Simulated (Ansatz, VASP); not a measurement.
# One calculation of Cs, two programs

INCAR

```
SYSTEM = Cs
PREC = Accurate
ENCUT = 520
EDIFF = 1E-6
ISMEAR = 0
SIGMA = 0.15
LREAL = .FALSE.
LASPH = .TRUE.
NELM = 60
ALGO = Fast
ISIF = 2
LWAVE = .FALSE.
LCHARG = .FALSE.
GGA = PS
NBANDS = 10
```

KPOINTS

```
Automatic mesh
0
G
  12 12 12
  0 0 0
```

POSCAR

```
Cs
1.0
   -3.1736250000      3.1736250000      2.9469375000
    3.1736250000     -3.1736250000      2.9469375000
    3.1736250000      3.1736250000     -2.9469375000
Cs
1
Direct
    0.0000000000      0.0000000000      0.0000000000
```

Input for Ansatz:

```yaml
crystal:
  lattice:
    - [-3.173625, 3.173625, 2.9469375]
    - [3.173625, -3.173625, 2.9469375]
    - [3.173625, 3.173625, -2.9469375]
  atoms:
    - { symbol: Cs, position: [0.0, 0.0, 0.0] }
basis:
  ecutwfc: 420
kpoints:
  mp_grid: { grid: [12, 12, 12] }
hamiltonian:
  xc: pbesol
scf:
  occupations: { method: gaussian, width: 0.15 }
output:
  forces: true
  stress: true
  eigenvalues: true
```

Change from the starting cell: strain +0.050 along x and y, -0.025 along z, atoms carried along.

Alike in both runs: task single point; functional PBEsol; k mesh 12 × 12 × 12; occupations gaussian, width 0.15 eV; no spin polarisation.

|  | VASP | Ansatz |
| --- | --- | --- |
| version | VASP 6.6.1 | Ansatz 0.2.0 |
| potentials or method | VASP PAW PBE potentials, release 64 (Cs_sv), cutoff 520 eV | scalar-relativistic, plane waves, PAW |
| valence electrons in the cell | 9 | 9 |

```tsv
	VASP	Ansatz	Ansatz less VASP
gap on the k mesh at the Fermi level (eV)	none	none	-
pressure (GPa)	-0.2	-0.2	+0.01
```

VASP's potentials were made for PBE, not for PBEsol. A gap of «none» marks a metal or a gap that the smearing closes.

Neither program's run includes spin-orbit coupling.
